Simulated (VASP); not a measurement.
# Cs2H3 in VASP: a series of runs

Cs2H3 is run at these levels: PBE; tasks: single point.

Everything below comes from runs of VASP 6.6.1. Logs are shortened: lines on timing, memory, paths and dates and some standing lists are left out, and cuts for length are marked.

## 1. The cell of the first run

The structure is hexagonal, space group P-62m (No. 189). Conventional cell: a = 7.438 Å, b = 7.438 Å, c = 4.080 Å, α = 90.00°, β = 90.00°, γ = 120.00°. Within 3.9 Å of Cs (site symmetry -6) lie 6 H at 2.96 Å. H (site symmetry m2m) has 4 Cs at 2.96 Å and 4 H at 3.72 Å within 3.9 Å.

The cell was generated, and may not be a known phase.

## 2. Single point, PBE

The input, INCAR:

```
ALGO = Normal
EDIFF = 1E-7
ENCUT = 520
GGA = PE
ISIF = 2
ISMEAR = 0
LASPH = True
LCHARG = True
LELF = True
LREAL = False
LVHAR = True
LWAVE = False
NBANDS = 18
NELM = 60
PREC = Accurate
SIGMA = 0.1
```

The input, KPOINTS:

```
k-points
0
Gamma
  3 3 4
```

The input, POSCAR:

```
Cs2H3
1.0
    7.4376065121     -0.0000000036      0.0000000000
   -3.7188032529      6.4411561846      0.0000000000
    0.0000000000      0.0000000000      4.0801604115
Cs H
2 3
Direct
    0.3333333333      0.6666666667      0.5000000000
    0.6666666667      0.3333333333      0.5000000000
    0.5028198534      0.0000000000      0.0000000000
    0.0000000000      0.5028198534      0.0000000000
    0.4971801466      0.4971801466      0.0000000000
```

Potentials or basis: VASP PAW PBE potentials, release 64 (Cs_sv, H).

The run is started by

```
$ cat potpaw_PBE.64/Cs_sv/POTCAR potpaw_PBE.64/H/POTCAR > POTCAR
$ mpirun -np 1 vasp_std > vasp.out
```

OUTCAR:

```text
EDIFF = 1E-7
   ENCUT = 520
   GGA = PE
   ISIF = 2
   ISMEAR = 0
   LASPH = True
   LREAL = False
   NELM = 60
   PREC = Accurate

 ion  position               nearest neighbor table
   1  0.333  0.667  0.500-
   2  0.667  0.333  0.500-
   3  0.503  0.000  0.000-
   4  0.000  0.503  0.000-
   5  0.497  0.497  0.000-

  LATTYP: Found a hexagonal cell.
 ALAT       =     7.4376065121
 C/A-ratio  =     0.5485851402

  Lattice vectors:

 A1 = (   7.4376065121,  -0.0000000036,   0.0000000000)
 A2 = (  -3.7188032529,   6.4411561846,   0.0000000000)
 A3 = (   0.0000000000,   0.0000000000,   4.0801604115)

Analysis of symmetry for initial positions (statically):
=====================================================================
 Subroutine PRICEL returns:
 Original cell was already a primitive cell.

 Routine SETGRP: Setting up the symmetry group for a
 hexagonal supercell.

 Subroutine GETGRP returns: Found 12 space group operations
 (whereof 12 operations were pure point group operations)
 out of a pool of 24 trial point group operations.

The static configuration has the point symmetry D_3h.

Analysis of symmetry for dynamics (positions and initial velocities):
=====================================================================
 Subroutine PRICEL returns:
 Original cell was already a primitive cell.

 Routine SETGRP: Setting up the symmetry group for a
 hexagonal supercell.

 Subroutine GETGRP returns: Found 12 space group operations
 (whereof 12 operations were pure point group operations)
 out of a pool of 24 trial point group operations.

The dynamic configuration has the point symmetry D_3h.

 Subroutine INISYM returns: Found 12 space group operations
 (whereof 12 operations are pure point group operations),
 and found     1 'primitive' translations

----------------------------------------------------------------------------------------

                                     Primitive cell

  volume of cell :     195.4674

  direct lattice vectors                    reciprocal lattice vectors
     7.437606512 -0.000000004  0.000000000     0.134451856  0.077625815  0.000000000
    -3.718803253  6.441156185  0.000000000     0.000000000  0.155251631  0.000000000
     0.000000000  0.000000000  4.080160411     0.000000000  0.000000000  0.245088403

  length of vectors
     7.437606512  7.437606512  4.080160411     0.155251631  0.155251631  0.245088403

  position of ions in fractional coordinates (direct lattice)
     0.333333333  0.666666667  0.500000000
     0.666666667  0.333333333  0.500000000
     0.502819853  0.000000000  0.000000000
     0.000000000  0.502819853  0.000000000
     0.497180147  0.497180147  0.000000000

  ion indices of the primitive-cell ions
   primitive index   ion index
                 1           1
                 2           2
                 3           3
                 4           4
                 5           5

----------------------------------------------------------------------------------------

 KPOINTS: k-points

Automatic generation of k-mesh.
 Grid dimensions read from file:
 generate k-points for:    3    3    4

 Generating k-lattice:

  Cartesian coordinates                     Fractional coordinates (reciprocal lattice)
     0.044817285  0.025875272  0.000000000     0.333333333  0.000000000  0.000000000
     0.000000000  0.051750544  0.000000000     0.000000000  0.333333333  0.000000000
     0.000000000  0.000000000  0.061272101     0.000000000  0.000000000  0.250000000

  Length of vectors
     0.051750544  0.051750544  0.061272101

  Shift w.r.t. Gamma in fractional coordinates (k-lattice)
     0.000000000  0.000000000  0.000000000

 Subroutine IBZKPT returns following result:
 ===========================================

 Found      9 irreducible k-points:

 Following reciprocal coordinates:
            Coordinates               Weight
  0.000000  0.000000  0.000000      1.000000
  0.333333  0.000000  0.000000      6.000000
  0.333333  0.333333  0.000000      2.000000
  0.000000  0.000000  0.250000      2.000000
  0.333333  0.000000  0.250000     12.000000
  0.333333  0.333333  0.250000      4.000000
  0.000000  0.000000  0.500000      1.000000
  0.333333  0.000000  0.500000      6.000000
  0.333333  0.333333  0.500000      2.000000
   k-points           NKPTS =      9   k-points in BZ     NKDIM =      9   number of bands    NBANDS=     18
   number of dos      NEDOS =    301   number of ions     NIONS =      5
   total plane-waves  NPLWV =  94080
   dimension x,y,z NGX =    56 NGY =   56 NGZ =   30
   dimension x,y,z NGXF=   112 NGYF=  112 NGZF=   60
   ions per type =               2   3
   NGX,Y,Z   is equivalent  to a cutoff of  12.52, 12.52, 12.22 a.u.
   NGXF,Y,Z  is equivalent  to a cutoff of  25.03, 25.03, 24.45 a.u.
 SYSTEM =  unknown system
   PREC   = accura    normal or accurate (medium, high low for compatibility)
   ISTART =      0    job   : 0-new  1-cont  2-samecut
[... 55 lines left out ...]

 E-fermi :  -2.0569     XC(G=0):  -5.6381

 val. band max:       -2.1599198637   @ k =   0.3333   0.3333   0.5000
 cond. band min:      -1.8912275067   @ k =   0.3333   0.0000   0.5000
 fundamental gap:      0.2686923570
 Fermi energy:        -2.0569324426

 k-point     1 :       0.0000    0.0000    0.0000
  band No.  band energies     occupation
      1     -22.5792      2.00000
      2     -22.5073      2.00000
      3      -9.7538      2.00000
      4      -9.7538      2.00000
      5      -9.2510      2.00000
      6      -9.2510      2.00000
[... 10 lines left out ...]
     17       5.2963      0.00000
     18       5.2973      0.00000

 k-point     2 :       0.3333    0.0000    0.0000
  band No.  band energies     occupation
      1     -22.5642      2.00000
      2     -22.5227      2.00000
      3      -9.7810      2.00000
      4      -9.6738      2.00000
      5      -9.3453      2.00000
      6      -9.2181      2.00000
[... 10 lines left out ...]
     17       4.7013      0.00000
     18       5.2028      0.00000

 k-point     3 :       0.3333    0.3333    0.0000
  band No.  band energies     occupation
      1     -22.5435      2.00000
      2     -22.5435      2.00000
      3      -9.8085      2.00000
      4      -9.5134      2.00000
      5      -9.5134      2.00000
      6      -9.1870      2.00000
[... 10 lines left out ...]
     17       4.9076      0.00000
     18       4.9076      0.00000

 k-point     4 :       0.0000    0.0000    0.2500
  band No.  band energies     occupation
      1     -22.5392      2.00000
      2     -22.4705      2.00000
      3      -9.6433      2.00000
      4      -9.6433      2.00000
      5      -9.4912      2.00000
      6      -9.2675      2.00000
[... 10 lines left out ...]
     17       4.2658      0.00000
     18       4.7756      0.00000

 k-point     5 :       0.3333    0.0000    0.2500
  band No.  band energies     occupation
      1     -22.5248      2.00000
      2     -22.4852      2.00000
      3      -9.6693      2.00000
      4      -9.5780      2.00000
      5      -9.4552      2.00000
      6      -9.3098      2.00000
[... 10 lines left out ...]
     17       4.3667      0.00000
     18       4.6443      0.00000

 k-point     6 :       0.3333    0.3333    0.2500
  band No.  band energies     occupation
      1     -22.5051      2.00000
      2     -22.5051      2.00000
      3      -9.6954      2.00000
      4      -9.4600      2.00000
      5      -9.4600      2.00000
      6      -9.3474      2.00000
[... 10 lines left out ...]
     17       4.4754      0.00000
     18       4.5104      0.00000

 k-point     7 :       0.0000    0.0000    0.5000
  band No.  band energies     occupation
      1     -22.4983      2.00000
      2     -22.4331      2.00000
      3      -9.9693      2.00000
      4      -9.6653      2.00000
      5      -9.5249      2.00000
      6      -9.5249      2.00000
[... 10 lines left out ...]
     17       4.3006      0.00000
     18       4.3006      0.00000

 k-point     8 :       0.3333    0.0000    0.5000
  band No.  band energies     occupation
      1     -22.4847      2.00000
      2     -22.4470      2.00000
      3      -9.9085      2.00000
      4      -9.7333      2.00000
      5      -9.5495      2.00000
      6      -9.4635      2.00000
[... 10 lines left out ...]
     17       4.0252      0.00000
     18       5.0475      0.00000

 k-point     9 :       0.3333    0.3333    0.5000
  band No.  band energies     occupation
      1     -22.4659      2.00000
      2     -22.4659      2.00000
      3      -9.8227      2.00000
      4      -9.8227      2.00000
      5      -9.5738      2.00000
      6      -9.3364      2.00000
[... 10 lines left out ...]
     17       4.4527      0.00000
     18       4.4527      0.00000

------------------------ aborting loop because EDIFF is reached ----------------------------------------

  FORCE on cell =-STRESS in cart. coord.  units (eV):
  Direction    XX          YY          ZZ          XY          YZ          ZX
  --------------------------------------------------------------------------------------
  -------------------------------------------------------------------------------------
  Total        0.3713438      0.3713438      0.0896582      0.0000000     -0.0000000      0.0000000
  in kB        3.0437749      3.0437749      0.7348971      0.0000000     -0.0000000      0.0000000
  external PRESSURE =       2.2741490 kB  Pullay stress =       0.0000000 kB

 VOLUME and BASIS-vectors are now :
 -----------------------------------------------------------------------------
  energy-cutoff  :      520.00
  volume of cell :      195.47
      direct lattice vectors                 reciprocal lattice vectors
     7.437606512 -0.000000004  0.000000000     0.134451856  0.077625815  0.000000000
    -3.718803253  6.441156185  0.000000000     0.000000000  0.155251631  0.000000000
     0.000000000  0.000000000  4.080160411     0.000000000  0.000000000  0.245088403

 POSITION                                       TOTAL-FORCE (eV/Angst)
 -----------------------------------------------------------------------------------
      0.00000      4.29410      2.04008        -0.000000     -0.000000      0.000000
      3.71880      2.14705      2.04008        -0.000000     -0.000000      0.000000
      3.73978     -0.00000      0.00000        -0.002078      0.000000      0.000000
     -1.86989      3.23874      0.00000         0.001039     -0.001799     -0.000000
      1.84892      3.20241      0.00000         0.001039      0.001799     -0.000000
 -----------------------------------------------------------------------------------
    total drift:                                0.000000      0.000000      0.000000

  FREE ENERGIE OF THE ION-ELECTRON SYSTEM (eV)
  ---------------------------------------------------
  free  energy   TOTEN  =       -10.0276645249 eV

  energy  without entropy=      -10.0179962678  energy(sigma->0) =      -10.02283040
```

It took 32 s on 1 thread of Intel Xeon 8259CL, shared host; peak memory 0.29 GiB.

Results:

```
Free energy            : -10.0277 eV
Pressure               : 0.2 GPa
Band gap on the k mesh : zero (an odd number of electrons rules out a gap without spin polarisation)
```

Forces on the atoms (eV/Å):
```
Cs   0.000  0.000  0.000
Cs   0.000  0.000  0.000
H   -0.002  0.000  0.000
H    0.001 -0.002  0.000
H    0.001  0.002  0.000
```

Caveat: the k points lie up to 0.38 Å⁻¹ apart, too coarse for converged energies and pressures of a metal; spin-orbit coupling is left out, which moves the levels of the heavy elements; an odd number of electrons without spin polarisation forces a metal; a magnetic or distorted state may lie lower.

## 3. Single point, PBE

This run uses another cell than the first one, of 41.46 Å³/atom.

The input, INCAR:

```
SYSTEM = Cs2H3
PREC     = Accurate       ! precision mode
ENCUT    = 520            ! plane-wave cutoff, eV
EDIFF    = 1E-6           ! SCF threshold, eV
ISMEAR   = 0              ! smearing method
SIGMA    = 0.1            ! smearing width, eV
LREAL    = .FALSE.        ! projectors in reciprocal space
LASPH    = .TRUE.         ! aspherical terms in the spheres
NELM     = 100            ! most SCF steps
ALGO     = Normal         ! electronic algorithm
ISIF     = 2              ! what is computed and relaxed
LWAVE    = .FALSE.        ! write WAVECAR
LCHARG   = .TRUE.         ! write CHGCAR
GGA      = PE             ! functional
LELF     = .TRUE.         ! ELF
LVHAR    = .TRUE.       
NBANDS   = 18             ! bands
```

The input, KPOINTS:

```
regular mesh
0
G
  6 6 10
  0 0 0
```

The input, POSCAR:

```
Cs2H3
1.0
    7.6439931009      0.0000000000      0.0000000000
   -3.8219965504      6.6198922117      0.0000000000
    0.0000000000      0.0000000000      4.0971297713
Cs H
2 3
Direct
    0.3333333333      0.6666666667      0.5000000000
    0.6666666667      0.3333333333      0.5000000000
    0.5000000000      0.0000000000      0.0000000000
    0.0000000000      0.5000000000      0.0000000000
    0.5000000000      0.5000000000      0.0000000000
```

Potentials or basis: VASP PAW PBE potentials, release 64 (Cs_sv, H).

The run is started by

```
$ cat potpaw_PBE.64/Cs_sv/POTCAR potpaw_PBE.64/H/POTCAR > POTCAR
$ mpirun -np 1 vasp_std > vasp.out
```

Run time: 2.5 min. Hardware: 1 thread of Intel Xeon 8259CL, shared host; peak memory 0.39 GiB.

The run converged. Its results:

- Free energy: -10.0169 eV
- Pressure: 0.0 GPa
- Band gap on the k mesh: zero (an odd number of electrons rules out a gap without spin polarisation)

Levels at points of the mesh, in eV from the Fermi level:
```
           k point  band 6  band 7  band 8  band 9  band 10  band 11  band 12  band 13  band 14  band 15
(0.00, 0.00, 0.00)   -7.30   -6.95   -6.88   -1.22     0.16     0.16     4.11     4.43     4.44     4.44
(0.50, 0.00, 0.00)   -7.27   -6.93   -6.90   -0.80    -0.37     0.15     3.54     4.77     4.98     5.04
(0.00, 0.00, 0.50)   -7.50   -7.19   -7.19   -0.53    -0.53     0.26     3.84     5.05     5.05     6.03
(0.50, 0.00, 0.50)   -7.43   -7.27   -7.17   -0.54    -0.30     0.00     4.69     5.14     5.44     5.58
```

Caveat: spin-orbit coupling is left out, which moves the levels of the heavy elements; an odd number of electrons without spin polarisation forces a metal; a magnetic or distorted state may lie lower.

## 4. Single point, PBE

This run uses another cell than the first one, of 41.46 Å³/atom.

The input, INCAR:

```
  PREC = Accurate
  ENCUT = 520
  EDIFF = 1E-6
  ISMEAR = 0
  SIGMA = 0.1
  LREAL = False
  LASPH = True
  NELM = 60
  ALGO = Normal
  ISIF = 2
  LWAVE = False
  LCHARG = True
  GGA = PE
  LELF = True
  LVHAR = True
  NBANDS = 18
```

The input, KPOINTS:

```
Automatic mesh
0
Gamma
  6 6 10
```

POSCAR is that of step 3.

The run is started by

```
$ cat potpaw_PBE.64/Cs_sv/POTCAR potpaw_PBE.64/H/POTCAR > POTCAR
$ mpirun -np 1 vasp_std > vasp.out
```

Wall time 2.6 min (1 thread of Intel Xeon 8259CL, shared host); peak memory 0.39 GiB.

Results (log left out):

| Item | Value |
| --- | --- |
| Free energy | -10.0169 eV |
| Pressure | 0.0 GPa |
| Band gap on the k mesh | zero (an odd number of electrons rules out a gap without spin polarisation) |

Levels at points of the mesh, in eV from the Fermi level:
| k point | band 7 | band 8 | band 9 | band 10 | band 11 | band 12 | band 13 | band 14 |
| --- | --- | --- | --- | --- | --- | --- | --- | --- |
| (0.00, 0.00, 0.00) | -6.95 | -6.88 | -1.22 | 0.16 | 0.16 | 4.11 | 4.43 | 4.44 |
| (0.50, 0.00, 0.00) | -6.93 | -6.90 | -0.80 | -0.37 | 0.15 | 3.54 | 4.77 | 4.98 |
| (0.00, 0.00, 0.50) | -7.19 | -7.19 | -0.53 | -0.53 | 0.26 | 3.84 | 5.05 | 5.05 |
| (0.50, 0.00, 0.50) | -7.27 | -7.17 | -0.54 | -0.30 | 0.00 | 4.69 | 5.14 | 5.44 |

Caveat: spin-orbit coupling is left out, which moves the levels of the heavy elements; an odd number of electrons without spin polarisation forces a metal; a magnetic or distorted state may lie lower.

## 5. Single point, PBE

This run uses another cell than the first one: it holds 10 atoms, not 5.

The input, INCAR:

```
ALGO = Normal
EDIFF = 1E-7
ENCUT = 520
GGA = PE
ISIF = 2
ISMEAR = 0
LASPH = True
LCHARG = False
LREAL = False
LWAVE = False
NBANDS = 32
NELM = 100
PREC = Accurate
SIGMA = 0.2
```

The input, KPOINTS:

```
k-points
0
Gamma
  6 4 2
```

The input, POSCAR:

```
Cs2H3
1.0
    0.0000000000      0.0000000000      4.0971297713
    7.6439931009      0.0000000000      0.0000000000
    0.0000000001     13.2397844234      0.0000000000
Cs H
4 6
Direct
    0.5000000000      1.0000000000      0.3333333333
    0.5000000000      0.5000000000      0.8333333333
    0.5000000000      0.5000000000      0.1666666667
    0.5000000000      0.0000000000      0.6666666667
    0.0000000000      0.5000000000      1.0000000000
    0.0000000000      1.0000000000      0.5000000000
    0.0000000000      0.7500000000      0.2500000000
    0.0000000000      0.2500000000      0.7500000000
    0.0000000000      0.2500000000      0.2500000000
    0.0000000000      0.7500000000      0.7500000000
```

The run is started by

```
$ cat potpaw_PBE.64/Cs_sv/POTCAR potpaw_PBE.64/H/POTCAR > POTCAR
$ mpirun -np 1 vasp_std > vasp.out
```

It took 9 min on 1 thread of Intel Xeon 8259CL, shared host; peak memory 0.58 GiB.

It converged, with:

```yaml
Free_energy: -20.1107 eV
Pressure: 0.1 GPa
Band_gap_on_the_k_mesh: zero (bands 21 and 22 overlap by 0.34 eV)
```

Levels at points of the mesh, in eV from the Fermi level:
```csv
k point,band 18,band 19,band 20,band 21,band 22,band 23,band 24,band 25,band 26,band 27
"(0.00, 0.00, 0.00)",-0.81,-0.38,0.14,0.15,0.15,3.53,4.10,4.42,4.43,4.43
"(0.50, 0.00, 0.00)",-0.53,-0.53,-0.31,-0.01,0.25,3.83,4.68,5.04,5.04,5.13
"(0.00, 0.50, 0.00)",-0.81,-0.37,-0.37,0.14,0.14,3.50,3.50,4.85,4.85,5.00
"(0.50, 0.50, 0.00)",-0.56,-0.29,-0.29,-0.02,-0.02,4.64,4.64,5.12,5.12,5.35
"(0.00, 0.00, 0.50)",-1.07,-0.06,-0.06,0.15,0.15,3.77,3.77,4.57,4.57,4.64
"(0.50, 0.00, 0.50)",-0.54,-0.45,-0.45,0.15,0.15,4.13,4.13,5.21,5.21,5.32
"(0.00, 0.50, 0.50)",-0.81,-0.38,-0.38,0.14,0.14,3.53,3.53,4.76,4.76,4.97
"(0.50, 0.50, 0.50)",-0.55,-0.31,-0.31,-0.01,-0.01,4.68,4.68,5.13,5.13,5.43
```

Caveat: spin-orbit coupling is left out, which moves the levels of the heavy elements.

## 6. Summary

| cell | k mesh | smearing | gap on the mesh (eV) | pressure (GPa) |
| --- | --- | --- | --- | --- |
| a = 7.438, b = 7.438, c = 4.080 Å, angles 90.0, 90.0, 120.0°, 5 atoms, atomic positions A | 3 × 3 × 4 | gaussian 0.1 eV | none | 0.2 |
| a = 7.644, b = 7.644, c = 4.097 Å, angles 90.0, 90.0, 120.0°, 5 atoms, atomic positions B | 6 × 6 × 10 | gaussian 0.1 eV | none | 0.0 |
| a = 4.097, b = 7.644, c = 13.240 Å, 10 atoms, atomic positions C | 6 × 4 × 2 | gaussian 0.2 eV | none | 0.1 |

Alike in all rows: task single point; level PBE; potentials or basis VASP PAW PBE potentials, release 64 (Cs_sv, H); no spin polarisation; cutoff (eV) 520.

Caveats: some runs use coarse meshes; spin-orbit coupling is left out, which moves the levels of the heavy elements; an odd number of electrons without spin polarisation forces a metal (at least some runs); a magnetic or distorted state may lie lower (at least some runs).

Total energies depend on the potentials used, so only differences within one code and one set of settings carry meaning.

The gap in the log of VASP goes by the Fermi energy; the results here count the filled bands.